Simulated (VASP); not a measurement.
# CuSi16 (a cell with a defect) in VASP: notebook, part 3 of 3

VASP 6.6.1. The steps go on from the part before.

## 5. Single point, PBE

Contents of INCAR:

```
SYSTEM = CuSi16
PREC     = Accurate       ! precision mode
ENCUT    = 520            ! plane-wave cutoff, eV
EDIFF    = 1E-6           ! SCF threshold, eV
ISMEAR   = -1             ! smearing method
SIGMA    = 0.05           ! smearing width, eV
LREAL    = Auto         
LASPH    = .TRUE.         ! aspherical terms in the spheres
NELM     = 80             ! most SCF steps
ALGO     = Normal         ! electronic algorithm
ISIF     = 2              ! what is computed and relaxed
LWAVE    = .FALSE.        ! write WAVECAR
LCHARG   = .FALSE.        ! write CHGCAR
GGA      = PE             ! functional
NBANDS   = 52             ! bands
NELECT   = 74.0
```

Contents of KPOINTS:

```
Automatic mesh
0
G
  2 2 2
  0 0 0
```

Contents of POSCAR:

```
CuSi16
1.0
    0.0000000000      5.4300000000      5.4300000000
    5.4300000000      0.0000000000      5.4300000000
    5.4300000000      5.4300000000      0.0000000000
Si Cu
16 1
Direct
    0.0233441068      0.0074651013     -0.0385363720
    0.1165507366      0.1184102210      0.1255790976
   -0.0069515654     -0.0031095764      0.4994841621
    0.1367739411      0.1366849908      0.5895374770
   -0.0138872928      0.5018907919      0.0097900552
    0.1166116022      0.6391786372      0.1254721915
   -0.0068957643      0.5102780847      0.4993848987
    0.1141122468      0.6241768877      0.6371811234
    0.5052114180     -0.0098401473      0.0039804788
    0.6521375691      0.1161364641      0.1152394107
    0.5133298343     -0.0017353591      0.4897576427
    0.6193193370      0.1226909761      0.6317662983
    0.5052727440      0.5003075506      0.0039011050
    0.6128181400      0.6185413444      0.1497319521
    0.4878447514      0.4955416206      0.5206616943
    0.6193760589      0.6258316759      0.6316867403
    0.2858657459      0.2759117864      1.1620114180
```

Potentials or basis: VASP PAW PBE potentials, release 64 (Si, Cu).

Run with:

```console
$ cat potpaw_PBE.64/Si/POTCAR potpaw_PBE.64/Cu/POTCAR > POTCAR
$ mpirun -np 1 vasp_std > vasp.out
```

OUTCAR:

```text
SYSTEM = CuSi16
   PREC = Accurate
   ENCUT = 520
   EDIFF = 1E-6
   ISMEAR = -1
   LREAL = Auto
   LASPH = .TRUE.
   NELM = 80
   ISIF = 2
   GGA = PE
   NELECT = 74.0

 ion  position               nearest neighbor table
   1  0.023  0.007  0.961-   2 2.33   6 2.33   4 2.33  10 2.34
   2  0.117  0.118  0.126-   1 2.33   3 2.34  17 2.35   5 2.41   9 2.44
   3  0.993  0.997  0.499-   8 2.34  12 2.34   2 2.34   4 2.35
   4  0.137  0.137  0.590-   1 2.33   3 2.35   7 2.35  11 2.37  17 2.68
[... 640 lines left out ...]
  Total       -1.4196398     -1.7852861     -1.4209511     -0.1025128      0.1007379      0.4258008
  in kB       -7.1032854     -8.9328269     -7.1098465     -0.5129311      0.5040503      2.1305295
  external PRESSURE =      -7.7153196 kB  Pullay stress =       0.0000000 kB

 VOLUME and BASIS-vectors are now :
 -----------------------------------------------------------------------------
  energy-cutoff  :      520.00
  volume of cell :      320.21
      direct lattice vectors                 reciprocal lattice vectors
     0.000000000  5.430000000  5.430000000    -0.092081031  0.092081031  0.092081031
     5.430000000  0.000000000  5.430000000     0.092081031 -0.092081031  0.092081031
     5.430000000  5.430000000  0.000000000     0.092081031  0.092081031 -0.092081031

 POSITION                                       TOTAL-FORCE (eV/Angst)
 -----------------------------------------------------------------------------------
      5.26128      5.34751      0.16729         0.032833     -0.010627     -0.033241
      1.32486      1.31476      1.27584        -0.024931     -0.031111     -0.016259
      8.12531      8.10445     10.80537        -0.021412     -0.013065      0.012638
      3.94339      3.94387      1.48488         0.019216      0.007286     -0.020081
      2.77843      5.40775      8.07986        -0.012536     -0.024906      0.012661
      4.15205      1.31451      4.10394         0.016588     -0.030595      0.024685
[... 9 lines left out ...]
      6.82832      6.79327      6.76148        -0.000569      0.027877     -0.001557
      2.37792      2.43197      3.05045         0.026842      0.019810     -0.026398
 -----------------------------------------------------------------------------------
    total drift:                               -0.009124      0.000453      0.003012

  FREE ENERGIE OF THE ION-ELECTRON SYSTEM (eV)
  ---------------------------------------------------
  free  energy   TOTEN  =       -94.2258101717 eV

  energy  without entropy=      -94.2104367904  energy(sigma->0) =      -94.21812348
```

stdout:

```text
POSCAR found type information on POSCAR SiCu
 POSCAR found :  2 types and      17 ions
 scaLAPACK will be used
 LDA part: xc-table for (Slater+PW92), standard interpolation
 POSCAR, INCAR and KPOINTS ok, starting setup
 FFT: planning ... GRIDC
 FFT: planning ... GRID_SOFT
 FFT: planning ... GRID
 WAVECAR not read
 entering main loop
 the old and the new charge density differ
 old charge density:    75.00000 new   74.00000
    0.227E+01
```

Wall time 4.7 min (1 thread of AMD EPYC 9R45 (Zen 5), shared host); peak memory 0.46 GiB.

What came out:

| Property | Result |
| --- | --- |
| Free energy | -94.2258 eV |
| Largest force | 0.048 eV/Å |

Forces on the atoms (eV/Å):
```
Si   0.033 -0.011 -0.033
Si  -0.025 -0.031 -0.016
Si  -0.021 -0.013  0.013
Si   0.019  0.007 -0.020
Si  -0.013 -0.025  0.013
Si   0.017 -0.031  0.025
Si  -0.013 -0.013  0.021
Si  -0.014  0.020  0.015
Si  -0.041 -0.001 -0.006
Si   0.005  0.024 -0.004
Si   0.016 -0.024 -0.016
Si   0.002  0.028  0.002
Si   0.006 -0.001  0.039
Si  -0.002 -0.005  0.002
Si   0.005  0.029 -0.005
Si  -0.001  0.028 -0.002
Cu   0.027  0.020 -0.026
```

Caveat: the k points lie up to 0.50 Å⁻¹ apart; the cell carries a net charge on a neutralising background, which shifts energy and pressure; the cell is charged against a uniform background, so pressure and absolute levels hang on convention.

## 6. Single point, PBE

Contents of INCAR:

```
ALGO     = Normal         # electronic algorithm
EDIFF    = 1E-6           # SCF threshold, eV
ENCUT    = 520            # plane-wave cutoff, eV
GGA      = PE             # functional
ISIF     = 2              # what is computed and relaxed
ISMEAR   = -1             # smearing method
LASPH    = True           # aspherical terms in the spheres
LCHARG   = True           # write CHGCAR
LELF     = True           # ELF
LREAL    = Auto         
LVHAR    = True         
LWAVE    = False          # write WAVECAR
NBANDS   = 52             # bands
NELECT   = 74.0         
NELM     = 60             # most SCF steps
PREC     = Accurate       # precision mode
SIGMA    = 0.05           # smearing width, eV
```

Contents of KPOINTS:

```
k-points
0
Gamma
  2 2 2
```

Contents of POSCAR:

```
CuSi16
1.0
    0.0000000000      5.4300000000      5.4300000000
    5.4300000000      0.0000000000      5.4300000000
    5.4300000000      5.4300000000      0.0000000000
Si Cu
16 1
Direct
    0.0340165746     -0.0113125230     -0.0113348066
    0.1190082873      0.1304071823      0.1302421731
   -0.0144343462      0.0022190608      0.5061244015
    0.1193707182      0.1298429098      0.6204071823
   -0.0145763352      0.5062063536      0.0022056169
    0.1193220994      0.6204237569      0.1297600368
   -0.0142802947      0.5057591160      0.5057184162
    0.1120015654      0.6291288214      0.6290890424
    0.5068265193      0.0003198895      0.0003187845
    0.6626774401      0.1123332413      0.1122297422
    0.5070320442      0.0000865562      0.4923362799
    0.6112412523      0.1327103131      0.6278546961
    0.5070220994      0.4923292818      0.0000858195
    0.6111119705      0.6278692449      0.1328068140
    0.4852876611      0.5046832413      0.5047801105
    0.6113431860      0.6277107735      0.6276941989
    0.2911639042      0.2364718232      1.2364810313
```

Potentials or basis: VASP PAW PBE potentials, release 64 (Si, Cu).

Run with:

```console
$ cat potpaw_PBE.64/Si/POTCAR potpaw_PBE.64/Cu/POTCAR > POTCAR
$ mpirun -np 1 vasp_std > vasp.out
```

Run time: 5.3 min. Hardware: 1 thread of AMD EPYC 9R45 (Zen 5), shared host; peak memory 0.46 GiB.

It converged, with:

- Free energy: -94.2217 eV
- Largest force: 0.021 eV/Å

Forces in eV/Å, atoms in the order of the input:
```
Si   0.015 -0.010 -0.010
Si  -0.005  0.011  0.005
Si  -0.014  0.000 -0.004
Si   0.004  0.002  0.003
Si  -0.015 -0.006  0.003
Si   0.006  0.007  0.002
Si   0.002  0.002  0.004
Si   0.012 -0.004 -0.005
Si  -0.002  0.000  0.001
Si   0.013 -0.002 -0.007
Si  -0.012 -0.002  0.009
Si   0.006  0.002 -0.005
Si  -0.010  0.005  0.000
Si   0.005 -0.005  0.003
Si  -0.005  0.005  0.006
Si   0.003 -0.001 -0.002
Cu  -0.003 -0.004 -0.004
```

Levels at points of the mesh, in eV from the Fermi level:
```
           k point  band 34  band 35  band 36  band 37  band 38  band 39  band 40  band 41
(0.00, 0.00, 0.00)    -0.89    -0.65    -0.20    -0.19     0.16     0.60     0.60     0.62
(0.50, 0.00, 0.00)    -0.92    -0.92    -0.73    -0.73     0.41     1.25     1.33     1.34
(0.00, 0.50, 0.00)    -0.90    -0.85    -0.76    -0.68     0.58     1.08     1.28     1.32
(0.00, 0.00, 0.50)    -0.90    -0.85    -0.77    -0.68     0.58     1.08     1.28     1.32
(0.50, 0.50, 0.50)    -0.90    -0.85    -0.76    -0.68     0.57     1.08     1.28     1.32
(0.50, 0.50, 0.00)    -1.53    -1.45    -1.42    -0.96     0.66     1.05     2.02     2.06
(0.00, 0.50, 0.50)    -1.53    -1.45    -1.42    -0.96     0.66     1.05     2.02     2.06
(0.50, 0.00, 0.50)    -1.53    -1.44    -1.42    -0.96     0.66     1.05     2.02     2.06
```

Caveat: the k points lie up to 0.50 Å⁻¹ apart; the cell carries a net charge on a neutralising background, which shifts energy and pressure; the cell is charged against a uniform background, so pressure and absolute levels hang on convention.
